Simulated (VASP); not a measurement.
Here is a VASP 6.6.1 calculation.

Contents of INCAR:

```
PREC = Accurate ; ENCUT = 600
EDIFF = 1E-6 ; ISMEAR = 0
SIGMA = 0.05 ; LREAL = F
LASPH = T ; NELM = 120
ALGO = Normal ; ISIF = 2
LWAVE = F ; LCHARG = T
GGA = PS ; LELF = T
LVHAR = T ; NBANDS = 15
GGA_COMPAT = F
```

Contents of KPOINTS:

```
regular mesh
0
Gamma
  10 10 10
```

The input POSCAR:

```
SrO
1.0
    0.0000000000      2.7693272611      2.7693272611
    2.7693272611      0.0000000000      2.7693272611
    2.7693272611      2.7693272611      0.0000000000
Sr O
1 1
Direct
    0.0000000000      0.0000000000      0.0000000000
    0.2500000000      0.2500000000      0.2500000000
```

Potentials or basis: VASP PAW PBE potentials, release 64 (Sr_sv, O).

The run is started by

```bash
$ cat potpaw_PBE.64/Sr_sv/POTCAR potpaw_PBE.64/O/POTCAR > POTCAR
$ mpirun -np 1 vasp_std > vasp.out
```

(1) Predict the band gap on the k mesh.

(2) Predict the pressure.

## Answers

(1) 2.46 eV, indirect (least direct gap 3.37 eV).

(2) 0.5 GPa.

Caveat: the PAW data sets were made with another functional, which shifts forces and pressure a little.
